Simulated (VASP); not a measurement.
Cu2B4Pd: single point with PBE

Crystal: Cu2B4Pd.

```
Cu B Pd
1.0
     4.82820    0.00000    0.00000
    -2.41410    4.18134    0.00000
     0.00000    0.00000    3.06490
Cu B Pd
2 4 1
Direct
  0.33333 0.66667 0.00000
  0.66667 0.33333 0.00000
  0.50000 0.00000 0.00000
  0.00000 0.50000 0.00000
  0.50000 0.50000 0.00000
  0.00000 0.00000 0.50000
  0.00000 0.00000 0.00000
```

The cell was built from a structure type or drawn by symmetry, and may not be a known phase.

```json
{
  "Program": "VASP 6.6.1",
  "Task": "single point",
  "Functional": "PBE",
  "Potentials or basis": "VASP PAW PBE potentials, release 64 (Cu, B, Pd)",
  "Cutoff": "520 eV",
  "k mesh": "6 × 6 × 6",
  "Occupations": "gaussian, width 0.1 eV",
  "Spin": "no spin polarisation",
  "Dipole correction": "no",
  "Further INCAR settings": "ALGO = Normal; EDIFF = 1e-06; NBANDS = 31"
}
```

| Quantity | Value |
| --- | --- |
| Pressure | 240.8 GPa |
| Band gap on the k mesh | zero (bands 22 and 23 overlap by 2.34 eV) |

Stress tensor (GPa, compression positive):
```
276.48   0.00   0.00
  0.00 276.48   0.00
  0.00   0.00 169.50
```

Levels at points of the mesh, in eV from the Fermi level:
| k point | band 20 | band 21 | band 22 | band 23 | band 24 | band 25 |
| --- | --- | --- | --- | --- | --- | --- |
| (0.00, 0.00, 0.00) | -1.95 | -1.95 | -1.58 | -1.29 | 1.14 | 1.14 |
| (0.50, 0.00, 0.00) | -0.75 | 0.03 | 0.76 | 1.05 | 1.15 | 1.42 |
| (0.00, 0.00, 0.50) | -3.03 | -2.33 | -0.84 | -0.84 | 1.50 | 1.50 |
| (0.50, 0.00, 0.50) | -3.73 | -2.37 | -1.97 | 1.53 | 1.60 | 1.62 |

Wall time 90 s on 1 thread of Intel Xeon 8259CL (shared host), peak memory 0.21 GiB.

Caveat: atoms lie so close that the PAW spheres overlap strongly, which falsifies energies and pressures; the cell stands under pressure.
